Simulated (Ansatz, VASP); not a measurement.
# Two plane-wave programs on Zr3SeS2

INCAR

```
  ALGO = Normal
  EDIFF = 1E-7
  EDIFFG = -0.04
  ENCUT = 600
  GGA = PE
  IBRION = 2
  ISIF = 3
  ISMEAR = 0
  LASPH = T
  LCHARG = F
  LREAL = F
  LWAVE = F
  NELM = 80
  NSW = 90
  PREC = Accurate
  SIGMA = 0.1
```

File KPOINTS:

```
k-points
0
Gamma
  6 6 2
```

File POSCAR:

```
Zr3SeS2
1.0
    3.3771932700      0.0000000000      0.0000000000
    0.0000000000      3.3771932700      0.0000000000
    0.0000000000      0.0000000000     10.3512074100
Zr Se S
3 1 2
Direct
    0.5000000000      0.5000000000      0.1817286000
    0.5000000000      0.5000000000      0.5000000000
    0.5000000000      0.5000000000      0.8182714000
    0.0000000000      0.0000000000      0.0000000000
    0.0000000000      0.0000000000      0.3392778000
    0.0000000000      0.0000000000      0.6607222000
```

Input for Ansatz:

```yaml
crystal:
  lattice:
    - [3.37719327, 0.0, 0.0]
    - [0.0, 3.37719327, 0.0]
    - [0.0, 0.0, 10.35120741]
  atoms:
    - { symbol: Zr, position: [0.5, 0.5, 0.1817286] }
    - { symbol: Zr, position: [0.5, 0.5, 0.5] }
    - { symbol: Zr, position: [0.5, 0.5, 0.8182714] }
    - { symbol: Se, position: [0.0, 0.0, 0.0] }
    - { symbol: S, position: [0.0, 0.0, 0.3392778] }
    - { symbol: S, position: [0.0, 0.0, 0.6607222] }
basis:
  ecutwfc: 420
kpoints:
  mp_grid: { grid: [6, 6, 2] }
hamiltonian:
  xc: pbe
scf:
  occupations: { method: gaussian, width: 0.1 }
  lower_state_search: "off"
output:
  forces: true
  stress: true
  eigenvalues: true
relax:
  adjacent_minimum: "off"
  f_tol: 0.04
  max_steps: 70
  cell: { stress_tol: 0.4 }
```

Change from the starting cell: species swapped into the Mg3HgAu2 type (P4/mmm, No. 123).

Alike in both runs: task relaxation of cell and atoms; functional PBE; k mesh 6 × 6 × 2; occupations gaussian, width 0.1 eV; no spin polarisation.

|  | VASP | Ansatz |
| --- | --- | --- |
| version | VASP 6.6.1 | Ansatz 0.2.0 |
| potentials or method | VASP PAW PBE potentials, release 64 (Zr_sv, Se, S), cutoff 600 eV | scalar-relativistic, plane waves, PAW |
| valence electrons in the cell | 54 | 64 |

Ansatz gave:

| Quantity | Value |
| --- | --- |
| gap on the k mesh at the Fermi level, each at its own relaxed structure (eV) | none |
| relaxed volume (Å³/atom) | 17.46 |
| relaxed cell length with the largest relative difference (Å) | 9.815 |

Q: Estimate VASP's values.

A: gap on the k mesh at the Fermi level, each at its own relaxed structure (eV): none; relaxed volume (Å³/atom): 17.46; relaxed cell length with the largest relative difference (Å): 9.814.

A gap of «none» marks a metal or a gap that the smearing closes. VASP's potentials hold 54 valence electrons a cell and Ansatz's 64, so a difference there can come from the potentials and not from the codes.
